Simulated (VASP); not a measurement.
Input of a VASP 6.6.1 run:

INCAR

```
PREC = Accurate
ENCUT = 520
EDIFF = 1E-6
ISMEAR = 0
SIGMA = 0.1
LREAL = F
LASPH = T
NELM = 60
ALGO = Fast
ISIF = 2
LWAVE = F
LCHARG = T
GGA = PE
IVDW = 12
LELF = T
LVHAR = T
NBANDS = 12
```

File KPOINTS:

```
regular mesh
0
Gamma
  14 14 10
```

POSCAR

```
LiAl2
1.0
    3.4527883419      0.0000000000      0.0000000000
    0.0000000000      3.4527883419      0.0000000000
    0.0000000000      0.0000000000      4.8709100649
Li Al
1 2
Direct
    0.0000000000      0.0000000000      0.0000000000
    0.5000000000      0.5000000000      0.0000000000
    0.0000000000      0.0000000000      0.5000000000
```

Potentials or basis: VASP PAW PBE potentials, release 64 (Li_sv, Al).

Command:

```sh
$ cat potpaw_PBE.64/Li_sv/POTCAR potpaw_PBE.64/Al/POTCAR > POTCAR
$ mpirun -np 1 vasp_std > vasp.out
```

Q: Estimate the dispersion energy per atom.

A: -0.243 eV.

Q: Predict the band gap on the k mesh.

A: Zero (an odd number of electrons rules out a gap without spin polarisation).

Caveat: three body term missing.
